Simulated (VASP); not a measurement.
**C: single point with PBE**

C:

```
CELL_PARAMETERS angstrom
0.00000 1.37461 1.37461
1.37461 0.00000 1.37461
1.37461 1.37461 0.00000
ATOMIC_POSITIONS crystal
C 0.00000 0.00000 0.00000
```

| Quantity | Value |
| --- | --- |
| Program | VASP 6.6.1 |
| Task | single point |
| Functional | PBE |
| Potentials or basis | VASP PAW PBE potentials, release 64 (C) |
| Cutoff | 520 eV |
| k mesh | 25 × 25 × 25 |
| Occupations | fermi-dirac, width 0.1 eV |
| Spin | no spin polarisation |

| Property | Result |
| --- | --- |
| Pressure | 96.5 GPa |
| Band gap on the k mesh | zero (band 2 reaches 23.95 eV, above the bottom of band 3 at 9.12 eV) |

Levels at points of the mesh, in eV from the Fermi level:
| k point | band 1 | band 2 | band 3 | band 4 | band 5 | band 6 | band 7 |
| --- | --- | --- | --- | --- | --- | --- | --- |
| (0.00, 0.00, 0.00) | -24.06 | 10.91 | 10.91 | 10.91 | 34.79 | 34.79 | 34.79 |

Run time: 14 s on 1 thread of AMD EPYC 7R43 64-Core Processor (Zen 3), on a shared host, peak memory 0.08 GiB.
